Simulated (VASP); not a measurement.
Write the native input for VASP 6.6.1 that does the following.

```yaml
Task: single point
Functional: PBEsol
Potentials_or_basis: VASP PAW PBE potentials, release 64 (Ge_d)
Cutoff: 520 eV
k_mesh: 12 × 12 × 11
Occupations: fermi-dirac, width 0.15 eV
Spin: no spin polarisation
Dipole_correction: no
Further_INCAR_settings: ALGO = Normal; EDIFF = 1e-07; NBANDS = 13
```

The structure of Ge lies in POSCAR:

```
Ge
1.0
    1.3971500000     -2.6005200000      0.0000000000
    1.3971500000      2.6005200000      0.0000000000
    0.0000000000      0.0000000000      2.6982300000
Ge
1
Direct
    0.5000000000      0.5000000000      0.0000000000
```

The input as run:

INCAR

```
PREC = Accurate
ENCUT = 520
EDIFF = 1E-7
ISMEAR = -1
SIGMA = 0.15
LREAL = False
LASPH = True
NELM = 100
ALGO = Normal
ISIF = 2
LWAVE = False
LCHARG = False
GGA = PS
NBANDS = 13
```

KPOINTS

```
regular mesh
0
Gamma
  12 12 11
```

Potentials or basis: VASP PAW PBE potentials, release 64 (Ge_d).

Launch:

```bash
$ cat potpaw_PBE.64/Ge_d/POTCAR > POTCAR
$ mpirun -np 1 vasp_std > vasp.out
```

It gave:

| Property | Result |
| --- | --- |
| Pressure | -4.2 GPa |
| Band gap on the k mesh | zero (band 7 reaches 12.72 eV, above the bottom of band 8 at 2.88 eV) |

Caveat: the PAW data sets were made with another functional, which shifts forces and pressure a little.

Wall time 39 s on 1 thread of Intel(R) Xeon(R) Platinum 8175M CPU @ 2.50GHz (Skylake/Cascade Lake), with other jobs on the host, peak memory 0.18 GiB.
